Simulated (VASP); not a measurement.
# MgO2 (R-3m) in VASP: notebook

Runs on MgO2. Level: r2SCAN. Tasks: single point.

Program: VASP 6.6.1. These are calculated values, not measurements. Logs are shortened: lines on timing, memory, paths and dates and some standing lists are left out, and cuts for length are marked.

## (1) The cell of the first run

It takes space group R-3m (No. 166, trigonal). Conventional cell: a = 2.953 Å, b = 2.953 Å, c = 9.643 Å, α = 90.00°, β = 90.00°, γ = 120.00°. Within 2.6 Å of Mg (site symmetry -3m) lie 6 O at 1.94 Å. O (site symmetry 3m) has 1 O at 1.37 Å within 1.8 Å.

## (2) Single point, r2SCAN (strain -0.080 along x and y, -0.080 along z)

POSCAR

```
MgO2
1.0
    1.4763801347      0.8523884682      3.2144605649
   -1.4763801347      0.8523884682      3.2144605649
    0.0000000000     -1.7047769364      3.2144605649
Mg O
1 2
Direct
    0.0000000000      0.0000000000      0.0000000000
    0.4287860000      0.4287860000      0.4287860000
    0.5712140000      0.5712140000      0.5712140000
```

INCAR.step1

```
SYSTEM = MgO2
  PREC = Accurate
  ENCUT = 920
  ISMEAR = 0
  SIGMA = 0.05
  LREAL = .FALSE.
  LASPH = .TRUE.
  NELM = 120
  NBANDS = 18
  GGA = PE
  ALGO = Normal
  EDIFF = 1E-5
  LWAVE = .TRUE.
  LCHARG = .FALSE.
  GGA_COMPAT = .FALSE.
```

INCAR.step2

```
SYSTEM = MgO2
  PREC = Accurate
  ENCUT = 920
  EDIFF = 1E-6
  ISMEAR = 0
  SIGMA = 0.05
  LREAL = .FALSE.
  LASPH = .TRUE.
  NELM = 120
  ALGO = Normal
  ISIF = 2
  LWAVE = .FALSE.
  LCHARG = .FALSE.
  METAGGA = R2SCAN
  LMIXTAU = .TRUE.
  NBANDS = 18
  ISTART = 1
  GGA_COMPAT = .FALSE.
```

KPOINTS

```
regular mesh
0
G
  12 12 12
  0 0 0
```

Potentials or basis: VASP PAW PBE potentials, release 64 (Mg_sv, O).

The run is started by

```sh
cat potpaw_PBE.64/Mg_sv/POTCAR potpaw_PBE.64/O/POTCAR > POTCAR
cp INCAR.step1 INCAR
mpirun -np 1 vasp_std > vasp.out
cp INCAR.step2 INCAR
mpirun -np 1 vasp_std > vasp.out
```

OUTCAR:

```text
SYSTEM = MgO2
   PREC = Accurate
   ENCUT = 920
   EDIFF = 1E-6
   ISMEAR = 0
   LREAL = .FALSE.
   LASPH = .TRUE.
   NELM = 120
   ISIF = 2
   METAGGA = R2SCAN
   ISTART = 1

 ion  position               nearest neighbor table
   1  0.000  0.000  0.000-   3 1.94   3 1.94   2 1.94   2 1.94   3 1.94   2 1.94
   2  0.429  0.429  0.429-   3 1.37   1 1.94   1 1.94   1 1.94
   3  0.571  0.571  0.571-   2 1.37   1 1.94   1 1.94   1 1.94

  LATTYP: Found a trigonal (rhomboedric) cell.
 ALAT       =     3.6385465678
 COS(alpha) =     0.6707160928

  Lattice vectors:

 A1 = (   1.4763801347,   0.8523884682,   3.2144605649)
 A2 = (  -1.4763801347,   0.8523884682,   3.2144605649)
 A3 = (   0.0000000000,  -1.7047769364,   3.2144605649)

Analysis of symmetry for initial positions (statically):
=====================================================================
 Subroutine PRICEL returns:
 Original cell was already a primitive cell.

 Routine SETGRP: Setting up the symmetry group for a
 trigonal (rhombohedral) supercell.

 Subroutine GETGRP returns: Found 12 space group operations
 (whereof 12 operations were pure point group operations)
 out of a pool of 12 trial point group operations.

The static configuration has the point symmetry D_3d.

Analysis of symmetry for dynamics (positions and initial velocities):
=====================================================================
 Subroutine PRICEL returns:
 Original cell was already a primitive cell.

 Routine SETGRP: Setting up the symmetry group for a
 trigonal (rhombohedral) supercell.

 Subroutine GETGRP returns: Found 12 space group operations
 (whereof 12 operations were pure point group operations)
 out of a pool of 12 trial point group operations.

The dynamic configuration has the point symmetry D_3d.

 Subroutine INISYM returns: Found 12 space group operations
 (whereof 12 operations are pure point group operations),
 and found     1 'primitive' translations

----------------------------------------------------------------------------------------

                                     Primitive cell

  volume of cell :      24.2714

  direct lattice vectors                    reciprocal lattice vectors
     1.476380135  0.852388468  3.214460565     0.338666166  0.195529002  0.103698063
    -1.476380135  0.852388468  3.214460565    -0.338666166  0.195529002  0.103698063
     0.000000000 -1.704776936  3.214460565     0.000000000 -0.391058004  0.103698063

  length of vectors
     3.638546568  3.638546568  3.638546568     0.404573419  0.404573419  0.404573419

  position of ions in fractional coordinates (direct lattice)
     0.000000000  0.000000000  0.000000000
     0.428786000  0.428786000  0.428786000
     0.571214000  0.571214000  0.571214000

  ion indices of the primitive-cell ions
   primitive index   ion index
                 1           1
                 2           2
                 3           3

----------------------------------------------------------------------------------------

 KPOINTS: regular mesh

Automatic generation of k-mesh.
 Grid dimensions read from file:
 generate k-points for:   12   12   12

 Generating k-lattice:

  Cartesian coordinates                     Fractional coordinates (reciprocal lattice)
     0.028222181  0.016294084  0.008641505     0.083333333  0.000000000  0.000000000
    -0.028222181  0.016294084  0.008641505     0.000000000  0.083333333  0.000000000
     0.000000000 -0.032588167  0.008641505     0.000000000  0.000000000  0.083333333

  Length of vectors
     0.033714452  0.033714452  0.033714452

  Shift w.r.t. Gamma in fractional coordinates (k-lattice)
     0.000000000  0.000000000  0.000000000

 Subroutine IBZKPT returns following result:
 ===========================================

 Found    189 irreducible k-points:

 Following reciprocal coordinates:
            Coordinates               Weight
  0.000000  0.000000  0.000000      1.000000
  0.083333 -0.000000  0.000000      6.000000
  0.166667  0.000000  0.000000      6.000000
  0.250000  0.000000 -0.000000      6.000000
  0.333333  0.000000  0.000000      6.000000
  0.416667 -0.000000  0.000000      6.000000
[... 16 lines left out ...]
  0.500000  0.166667  0.000000     12.000000
 -0.416667  0.166667  0.000000     12.000000
 [... further k-points ...]
   k-points           NKPTS =    189   k-points in BZ     NKDIM =    189   number of bands    NBANDS=     18
   number of dos      NEDOS =    301   number of ions     NIONS =      3
   total plane-waves  NPLWV =  46656
   dimension x,y,z NGX =    36 NGY =   36 NGZ =   36
   dimension x,y,z NGXF=    72 NGYF=   72 NGZF=   72
   ions per type =               1   2
   NGX,Y,Z   is equivalent  to a cutoff of  16.45, 16.45, 16.45 a.u.
   NGXF,Y,Z  is equivalent  to a cutoff of  32.90, 32.90, 32.90 a.u.
 SYSTEM =  MgO2
   PREC   = accura    normal or accurate (medium, high low for compatibility)
   ISTART =      1    job   : 0-new  1-cont  2-samecut
   ICHARG =      0    charge: 1-file 2-atom 10-const
   ISPIN  =      1    spin polarized calculation?
   LNONCOLLINEAR =      F non collinear calculations
   LSORBIT =      F    spin-orbit coupling
   LASPH  =      T    aspherical Exc in radial PAW
   ENCUT  =  920.0 eV  67.62 Ry    8.22 a.u.   9.00  9.00  9.00*2*pi/ulx,y,z
   NELM   =    120;   NELMIN=  2; NELMDL=  0     # of ELM steps
   EDIFF  = 0.1E-05   stopping-criterion for ELM
   LREAL  =      F    real-space projection
   EDIFFG = 0.1E-04   stopping-criterion for IOM
   NSW    =      0    number of steps for IOM
   IBRION =     -1    ionic relax: 0-MD 1-quasi-New 2-CG
   NFREE  =      0    steps in history (QN), initial steepest desc. (CG)
   ISIF   =      2    stress and relaxation
   ISYM   =      2    0-nonsym 1-usesym 2-fastsym
   POTIM  = 0.5000    time-step for ionic-motion
   TEBEG  =    0.0;   TEEND  =   0.0 temperature during run
   PSTRESS=    0.0 pullay stress
   NELECT =      22.0000    total number of electrons
   NUPDOWN=      -1.0000    fix difference up-down
   EMIN   =  10.00;   EMAX   =-10.00  energy-range for DOS
   EFERMI =   0.00;   METHOD = LEGACY
   ISMEAR =     0;   SIGMA  =   0.05  broadening in eV -4-tet -1-fermi 0-gaus
   EFERMI_NEDOS =   21; number of points for ismear=-14 and -15
   IALGO  =     38    algorithm
   IMIX   =      4    mixing-type and parameters
     AMIX     =   0.40;   BMIX     =  1.00
     AMIX_MAG =   1.60;   BMIX_MAG =  1.00
  volume/ion in A,a.u.               =       8.09        54.60
  Fermi-wavevector in a.u.,A,eV,Ry     =   1.584348  2.993984 34.152798  2.510160
  Thomas-Fermi vector in A             =   2.683980
   LORBIT       =      0    0 simple, 1 ext, 2 COOP (PROOUT), +10 PAW based schemes
   METAGGA = R2SCAN    functional components
   LHFCALC =     F    Hartree Fock is set to
   AEXX    =    0.0000 exact exchange contribution
   IVDW    =     0    specifies the selected vdW correction
   LEPSILON=     F    determine dielectric tensor
   LRPA    =     F    only Hartree local field effects (RPA)
 non-spin polarized calculation
 Gauss-broadening in eV      SIGMA  =   0.05
  energy-cutoff  :      920.00
  volume of cell :       24.27
 maximum number of plane-waves:      1561
   NGX = 17   NGY = 17   NGZ = 17

 number of electron      22.0000006 magnetization

 Free energy of the ion-electron system (eV)
  ---------------------------------------------------
  ext. energy  EPLUGINS =         0.00000000
  ---------------------------------------------------
  free energy    TOTEN  =       -20.82296398 eV

  energy without entropy =      -20.82296398  energy(sigma->0) =      -20.82296398

 E-fermi :   4.8617     XC(G=0): -12.4103

 val. band max:        4.5369543747   @ k =   0.5000   0.5000   0.5000
 cond. band min:       9.2174385879   @ k =   0.4167   0.4167   0.4167
 fundamental gap:      4.6804842132
 Fermi energy:         4.8616995958

 k-point     1 :       0.0000    0.0000    0.0000
  band No.  band energies     occupation
      1     -71.1446      2.00000
      2     -36.2985      2.00000
      3     -36.2464      2.00000
      4     -36.2464      2.00000
      5     -20.3893      2.00000
      6     -10.9412      2.00000
[... 10 lines left out ...]
     17      22.3029      0.00000
     18      25.2222      0.00000

 k-point     2 :       0.0833   -0.0000    0.0000
  band No.  band energies     occupation
      1     -71.1441      2.00000
      2     -36.2975      2.00000
      3     -36.2533      2.00000
      4     -36.2477      2.00000
      5     -20.3395      2.00000
      6     -10.9826      2.00000
[... 10 lines left out ...]
     17      22.3867      0.00000
     18      24.8565      0.00000

 k-point     3 :       0.1667    0.0000    0.0000
  band No.  band energies     occupation
      1     -71.1426      2.00000
      2     -36.2951      2.00000
      3     -36.2721      2.00000
      4     -36.2512      2.00000
      5     -20.2009      2.00000
      6     -11.0935      2.00000
[... 10 lines left out ...]
     17      22.5110      0.00000
     18      24.0937      0.00000

 k-point     4 :       0.2500    0.0000   -0.0000
  band No.  band energies     occupation
      1     -71.1407      2.00000
      2     -36.3002      2.00000
      3     -36.2892      2.00000
      4     -36.2560      2.00000
      5     -20.0050      2.00000
      6     -11.2414      2.00000
[... 375 lines left out ...]
      4     -36.2719      2.00000
      5     -19.6810      2.00000
      6     -11.6929      2.00000
[... 10 lines left out ...]
     17      23.4327      0.00000
     18      24.8663      0.00000

 k-point    23 :       0.5000    0.1667    0.0000
  band No.  band energies     occupation
      1     -71.1368      2.00000
      2     -36.3353      2.00000
      3     -36.2844      2.00000
      4     -36.2787      2.00000
      5     -19.5692      2.00000
      6     -11.6794      2.00000
[... 10 lines left out ...]
     17      22.8718      0.00000
     18      25.1748      0.00000

 k-point    24 :      -0.4167    0.1667    0.0000
  band No.  band energies     occupation
      1     -71.1364      2.00000
      2     -36.3398      2.00000
      3     -36.2828      2.00000
      4     -36.2814      2.00000
      5     -19.5468      2.00000
      6     -11.5883      2.00000
[... 10 lines left out ...]
     17      22.8810      0.00000
     18      25.2064      0.00000

 [... further k-points ...]

------------------------ aborting loop because EDIFF is reached ----------------------------------------

  FORCE on cell =-STRESS in cart. coord.  units (eV):
  Direction    XX          YY          ZZ          XY          YZ          ZX
  --------------------------------------------------------------------------------------
  -------------------------------------------------------------------------------------
  Total        5.7234935      5.7234935     10.8687496      0.0000000      0.0000000      0.0000000
  in kB      377.8127991    377.8127991    717.4556431      0.0000000      0.0000000      0.0000000
  external PRESSURE =     491.0270804 kB  Pullay stress =       0.0000000 kB

 VOLUME and BASIS-vectors are now :
 -----------------------------------------------------------------------------
  energy-cutoff  :      920.00
  volume of cell :       24.27
      direct lattice vectors                 reciprocal lattice vectors
     1.476380135  0.852388468  3.214460565     0.338666166  0.195529002  0.103698063
    -1.476380135  0.852388468  3.214460565    -0.338666166  0.195529002  0.103698063
     0.000000000 -1.704776936  3.214460565     0.000000000 -0.391058004  0.103698063

 POSITION                                       TOTAL-FORCE (eV/Angst)
 -----------------------------------------------------------------------------------
      0.00000      0.00000      0.00000         0.000000      0.000000     -0.000000
      0.00000      0.00000      4.13495         0.000000     -0.000000     -1.646479
      0.00000      0.00000      5.50843         0.000000     -0.000000      1.646479
 -----------------------------------------------------------------------------------
    total drift:                               -0.000000      0.000000      0.000000

  FREE ENERGIE OF THE ION-ELECTRON SYSTEM (eV)
  ---------------------------------------------------
  free  energy   TOTEN  =       -20.8229639783 eV

  energy  without entropy=      -20.8229639783  energy(sigma->0) =      -20.82296398
```

Wall time 32 min (1 thread of AMD EPYC 7R43 (Zen 3), shared host); peak memory 0.29 GiB.

What came out:

```yaml
Free_energy: -20.8230 eV
Pressure: 49.1 GPa
Largest_force: 1.646 eV/Å
Band_gap_on_the_k_mesh: 4.68 eV (least direct gap 4.72 eV)
```

Forces in eV/Å, atoms in the order of the input:
```
Mg   0.000  0.000  0.000
O    0.000  0.000 -1.646
O    0.000  0.000  1.646
```

Stress tensor (GPa, compression positive):
```
37.78  0.00  0.00
 0.00 37.78  0.00
 0.00  0.00 71.75
```

Caveat: the cell differs from its parent crystal (strain -0.080 along x and y, -0.080 along z); the stress differs along the axes, from 38 to 72 GPa; the PAW data sets were made with another functional, which shifts forces and pressure a little.

## (3) Single point, r2SCAN (strain -0.040 along x and y, -0.040 along z)

POSCAR

```
MgO2
1.0
    1.5405705754      0.8894488364      3.3542197199
   -1.5405705754      0.8894488364      3.3542197199
    0.0000000000     -1.7788976728      3.3542197199
Mg O
1 2
Direct
    0.0000000000      0.0000000000      0.0000000000
    0.4287860000      0.4287860000      0.4287860000
    0.5712140000      0.5712140000      0.5712140000
```

INCAR.step1

```
PREC     = Accurate       # precision mode
ENCUT    = 920            # plane-wave cutoff, eV
ISMEAR   = 0              # smearing method
SIGMA    = 0.05           # smearing width, eV
LREAL    = F              # projectors in reciprocal space
LASPH    = T              # aspherical terms in the spheres
NELM     = 120            # most SCF steps
NBANDS   = 18             # bands
GGA      = PE             # functional
ALGO     = Normal         # electronic algorithm
EDIFF    = 1E-5           # SCF threshold, eV
LWAVE    = T              # write WAVECAR
LCHARG   = F              # write CHGCAR
GGA_COMPAT= F
```

INCAR.step2

```
PREC     = Accurate       # precision mode
ENCUT    = 920            # plane-wave cutoff, eV
EDIFF    = 1E-6           # SCF threshold, eV
ISMEAR   = 0              # smearing method
SIGMA    = 0.05           # smearing width, eV
LREAL    = F              # projectors in reciprocal space
LASPH    = T              # aspherical terms in the spheres
NELM     = 120            # most SCF steps
ALGO     = Normal         # electronic algorithm
ISIF     = 2              # what is computed and relaxed
LWAVE    = F              # write WAVECAR
LCHARG   = F              # write CHGCAR
METAGGA  = R2SCAN         # meta-GGA
LMIXTAU  = T            
NBANDS   = 18             # bands
ISTART   = 1            
GGA_COMPAT= F
```

KPOINTS

```
Automatic mesh
0
Gamma
  12 12 12
```

Potentials or basis: VASP PAW PBE potentials, release 64 (Mg_sv, O).

The run is started by

```sh
cat potpaw_PBE.64/Mg_sv/POTCAR potpaw_PBE.64/O/POTCAR > POTCAR
cp INCAR.step1 INCAR
mpirun -np 1 vasp_std > vasp.out
cp INCAR.step2 INCAR
mpirun -np 1 vasp_std > vasp.out
```

Wall time 6.2 min (1 thread of Intel Xeon 6975P-C (Granite Rapids), shared host); peak memory 0.39 GiB.

Results (log left out):

| Item | Value |
| --- | --- |
| Free energy | -21.4600 eV |
| Pressure | 15.3 GPa |
| Largest force | 0.679 eV/Å |
| Band gap on the k mesh | 3.74 eV |

Forces on the atoms (eV/Å):
```
Mg   0.000  0.000  0.000
O    0.000  0.000 -0.679
O    0.000  0.000  0.679
```

Stress tensor (GPa, compression positive):
```
11.01  0.00  0.00
 0.00 11.01  0.00
 0.00  0.00 24.01
```

Levels at points of the mesh, in eV from the valence-band top:
| k point | band 9 | band 10 | band 11 | band 12 | band 13 | band 14 |
| --- | --- | --- | --- | --- | --- | --- |
| (0.00, 0.00, 0.00) | -3.96 | -1.02 | -1.02 | 5.77 | 6.25 | 14.34 |
| (0.50, 0.00, 0.00) | -4.38 | -1.46 | -1.29 | 5.55 | 9.86 | 12.22 |
| (0.50, 0.50, 0.00) | -5.10 | -2.38 | -0.21 | 4.94 | 8.78 | 12.68 |
| (0.50, 0.50, 0.50) | -4.59 | 0.00 | 0.00 | 3.74 | 5.77 | 11.77 |

Caveat: the cell differs from its parent crystal (strain -0.040 along x and y, -0.040 along z); the stress differs along the axes, from 11 to 24 GPa; the PAW data sets were made with another functional, which shifts forces and pressure a little. A k mesh can miss the band edges.

## (4) Single point, r2SCAN (strain -0.040 along x and y, +0.000 along z)

POSCAR

```
MgO2
1.0
    1.5405705754      0.8894488364      3.4939788749
   -1.5405705754      0.8894488364      3.4939788749
    0.0000000000     -1.7788976728      3.4939788749
Mg O
1 2
Direct
    0.0000000000      0.0000000000      0.0000000000
    0.4287860000      0.4287860000      0.4287860000
    0.5712140000      0.5712140000      0.5712140000
```

INCAR.step1

```
SYSTEM = MgO2
PREC = Accurate ; ENCUT = 920
ISMEAR = 0 ; SIGMA = 0.05
LREAL = .False. ; LASPH = .True.
NELM = 120 ; NBANDS = 18
GGA = PE ; ALGO = Normal
EDIFF = 1E-5 ; LWAVE = .True.
LCHARG = .False. ; GGA_COMPAT = .False.
```

INCAR.step2

```
SYSTEM = MgO2
PREC = Accurate ; ENCUT = 920
EDIFF = 1E-6 ; ISMEAR = 0
SIGMA = 0.05 ; LREAL = .False.
LASPH = .True. ; NELM = 120
ALGO = Normal ; ISIF = 2
LWAVE = .False. ; LCHARG = .False.
METAGGA = R2SCAN ; LMIXTAU = .True.
NBANDS = 18 ; ISTART = 1
GGA_COMPAT = .False.
```

KPOINTS

```
regular mesh
0
Gamma
  12 12 12
  0 0 0
```

The run is started by

```sh
cat potpaw_PBE.64/Mg_sv/POTCAR potpaw_PBE.64/O/POTCAR > POTCAR
cp INCAR.step1 INCAR
mpirun -np 1 vasp_std > vasp.out
cp INCAR.step2 INCAR
mpirun -np 1 vasp_std > vasp.out
```

It took 15 min on 1 thread of Intel Xeon Platinum 8259CL at 2.50GHz (Skylake/Cascade Lake), shared host; peak memory 0.39 GiB.

It converged, with:

| Property | Result |
| --- | --- |
| Free energy | -21.5326 eV |
| Pressure | 5.0 GPa |
| Largest force | 0.619 eV/Å |
| Band gap on the k mesh | 2.79 eV |

Forces in eV/Å, atoms in the order of the input:
```
Mg   0.000  0.000  0.000
O    0.000  0.000  0.619
O    0.000  0.000 -0.619
```

Stress tensor (GPa, compression positive):
```
 8.86  0.00  0.00
 0.00  8.86  0.00
 0.00  0.00 -2.83
```

Levels at points of the mesh, in eV from the valence-band top:
```csv
k point,band 7,band 8,band 9,band 10,band 11,band 12,band 13,band 14,band 15,band 16
"(0.00, 0.00, 0.00)",-7.91,-3.35,-3.35,-0.87,-0.87,5.54,6.10,13.66,15.62,16.72
"(0.50, 0.00, 0.00)",-6.80,-6.39,-3.79,-1.38,-1.32,4.76,10.15,12.51,14.41,15.89
"(0.50, 0.50, 0.00)",-6.14,-5.72,-4.44,-2.36,-0.24,4.06,9.32,13.01,14.46,14.56
"(0.50, 0.50, 0.50)",-4.95,-3.92,-3.92,0.00,0.00,2.79,6.33,11.26,16.48,16.48
```

Caveat: the cell differs from its parent crystal (strain -0.040 along x and y, +0.000 along z); the stress differs along the axes, from -3 to 9 GPa; the PAW data sets were made with another functional, which shifts forces and pressure a little. A k mesh can miss the band edges.

## (5) The runs side by side

| cell | gap on the mesh (eV) | pressure (GPa) | largest force (eV/Å) |
| --- | --- | --- | --- |
| a = 3.639 Å, angles 47.9°, 3 atoms | 4.68 | 49.1 | 1.65 |
| a = 3.797 Å, angles 47.9°, 3 atoms | 3.74 | 15.3 | 0.68 |
| a = 3.921 Å, angles 46.3°, 3 atoms | 2.79 | 5.0 | 0.62 |

Alike in all rows: task single point; level r2SCAN; potentials or basis VASP PAW PBE potentials, release 64 (Mg_sv, O); no spin polarisation; k mesh 12 × 12 × 12; cutoff (eV) 920; smearing gaussian 0.05 eV.

Caveats: the PAW data sets were made with another functional, which shifts forces and pressure a little; the stress differs along the axes, from 38 to 72 GPa (at least some runs); the stress differs along the axes, from 11 to 24 GPa (at least some runs); the stress differs along the axes, from -3 to 9 GPa (at least some runs).

Absolute energies hang on the potentials; compare differences alone.
